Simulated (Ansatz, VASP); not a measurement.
**One calculation of MgO, two programs**

The input INCAR:

```
ALGO = Normal ; EDIFF = 1E-7
ENCUT = 520 ; GGA = PE
ISIF = 2 ; ISMEAR = -1
LASPH = T ; LCHARG = T
LELF = T ; LREAL = F
LVHAR = T ; LWAVE = F
NBANDS = 11 ; NELM = 60
PREC = Accurate ; SIGMA = 0.02
```

File KPOINTS:

```
k-points
0
Gamma
  10 10 10
```

Contents of POSCAR:

```
MgO
1.0
    2.7558282587      0.0000000000      0.0000000000
    0.0000000000      2.7558282587      0.0000000000
    0.0000000000      0.0000000000      2.6233491278
Mg O
1 1
Direct
    0.0000000000      0.0000000000      0.0000000000
    0.5000000000      0.5000000000      0.5000000000
```

Input for Ansatz:

```yaml
crystal:
  lattice:
    - [2.7558282587, 0.0, 0.0]
    - [0.0, 2.7558282587, 0.0]
    - [0.0, 0.0, 2.6233491278]
  atoms:
    - { symbol: Mg, position: [0.0, 0.0, 0.0] }
    - { symbol: O, position: [0.5, 0.5, 0.5] }
kpoints:
  mp_grid: { grid: [10, 10, 10] }
  band_path:
    path: [[0.0, 0.0, 0.0], [0.0, 0.5, 0.0], [0.5, 0.5, 0.0], [0.5, 0.5, 0.5]]
    npoints: 1
hamiltonian:
  xc: pbe
scf:
  occupations: { method: fermi_dirac, width: 0.02 }
  n_extra_bands: 4
output:
  forces: true
  stress: true
  eigenvalues: true
```

Change from the starting cell: biaxial_xy strain +5.0%.

Alike in both runs: task single point; functional PBE; k mesh 10 × 10 × 10; occupations fermi-dirac, width 0.02 eV; no spin polarisation.

```csv
,VASP,Ansatz
version,VASP 6.6.1,Ansatz 0.2.0
potentials or method,"VASP PAW PBE potentials, release 64 (Mg, O)","plane waves, PAW"
plane-wave cutoff (eV),520,420
valence electrons in the cell,8,16
```

|  | VASP | Ansatz | Ansatz less VASP |
| --- | --- | --- | --- |
| gap on the k mesh at the Fermi level (eV) | 1.38 | 1.41 | +0.023 |
| pressure (GPa) | -7.4 | -6.7 | +0.66 |
| traceless stress, the component that is largest in VASP (GPa) | 18.69 | 18.62 | -0.077 |

The functional is the same, so the differences come from potentials, cutoffs and numerics. VASP's potentials hold 8 valence electrons a cell and Ansatz's 16, so a difference there can come from the potentials and not from the codes.
